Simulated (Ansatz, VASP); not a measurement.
**Ga3Sb in VASP and in Ansatz**

```
CELL_PARAMETERS angstrom
-2.28697 2.28697 4.21669
2.28697 -2.28697 4.21669
2.28697 2.28697 -4.21669
ATOMIC_POSITIONS crystal
Ga 0.75000 0.25000 0.50000
Ga 0.25000 0.75000 0.50000
Ga 0.50000 0.50000 0.00000
Sb 0.00000 0.00000 0.00000
```

Alike in both runs: functional PBE; k mesh 14 × 14 × 14; occupations gaussian, width 0.1 eV; no spin polarisation.

Ansatz relaxed the structure, and its values are those at the end. VASP's run is a single point on that final structure, the one shown.

|  | VASP | Ansatz |
| --- | --- | --- |
| version | VASP 6.6.1 | Ansatz 0.2.0 |
| potentials or method | VASP PAW PBE potentials, release 64 (Ga_d, Sb), cutoff 520 eV | scalar-relativistic, plane waves, PAW |
| valence electrons in the cell | 44 | 54 |

|  | VASP | Ansatz | Ansatz less VASP |
| --- | --- | --- | --- |
| gap on the k mesh at the Fermi level (eV) | none | none | - |
| pressure (GPa) | 0.0 | 0.0 | +0.01 |

A gap of «none» marks a metal or a gap that the smearing closes. VASP's potentials hold 44 valence electrons a cell and Ansatz's 54, so a difference there can come from the potentials and not from the codes.

Neither program's run includes spin-orbit coupling.
